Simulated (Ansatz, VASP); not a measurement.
# Re: VASP beside Ansatz

```
Re
1.0
     0.00000    1.95772    1.79621
     1.74237    0.00000    1.79621
     1.74237    1.95772    0.00000
Re
1
Direct
  0.00000 0.00000 0.00000
```

Change from the starting cell: normal strain along x -0.1100, normal strain along z -0.0825.

Alike in both runs: task single point; functional PBE; k mesh 10 × 10 × 10; occupations gaussian, width 0.15 eV; no spin polarisation.

|  | VASP | Ansatz |
| --- | --- | --- |
| version | VASP 6.6.1 | Ansatz 0.2.0 |
| potentials or method | VASP PAW PBE potentials, release 64 (Re), cutoff 520 eV | scalar-relativistic, plane waves, PAW |
| valence electrons in the cell | 7 | 15 |

Ansatz gave:

```
gap on the k mesh at the Fermi level (eV)                     : none
pressure (GPa)                                                : 116.4
traceless stress, the component that is largest in VASP (GPa) : -32.81
```

**Question.** Which values does VASP return?

**Answer.** gap on the k mesh at the Fermi level (eV): none; pressure (GPa): 118.5; traceless stress, the component that is largest in VASP (GPa): -32.17.

A gap of «none» marks a metal or a gap that the smearing closes. Both programs put the cell under a high pressure, so it lies far from rest at this level. The functional is the same, so the differences come from potentials, cutoffs and numerics. VASP's potentials hold 7 valence electrons a cell and Ansatz's 15, so a difference there can come from the potentials and not from the codes.

Neither program's run includes spin-orbit coupling. Noted on VASP's run: the cell as given lies far from equilibrium.
